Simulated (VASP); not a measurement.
Au, 2 atoms in the cell. Symmetry: P6_3/mmc, No. 194, hexagonal system. The conventional cell has a = 2.881 Å, b = 2.881 Å, c = 4.847 Å, α = 90.00°, β = 90.00°, γ = 120.00°. Within 3.8 Å of Au (site symmetry -6m2) lie 12 Au at 2.88 to 2.94 Å.  This cell differs from its parent crystal: volume scaled by 0.98.

| Item | Value |
| --- | --- |
| Program | VASP 6.6.1 |
| Task | single point |
| Functional | LDA |
| Potentials or basis | VASP PAW LDA potentials, release 64 (Au) |
| Cutoff | 520 eV |
| k mesh | 11 × 11 × 6 |
| Occupations | fermi-dirac, width 0.05 eV |
| Spin | no spin polarisation |
| Dipole correction | no |
| Further INCAR settings | ALGO = Normal; EDIFF = 1e-06; NBANDS = 18 |

Potentials or basis: VASP PAW LDA potentials, release 64 (Au).

Launch:

```sh
$ cat potpaw_LDA.64/Au/POTCAR > POTCAR
$ mpirun -np 1 vasp_std > vasp.out
```

Hardware: 1 thread of Intel Xeon 6975P-C, on a shared host.

Q: Estimate the wall time of this run.

A: Wall time 24 s on 1 thread of Intel Xeon 6975P-C (shared host), peak memory 0.16 GiB. Counts: scf iterations 11, k points 64.
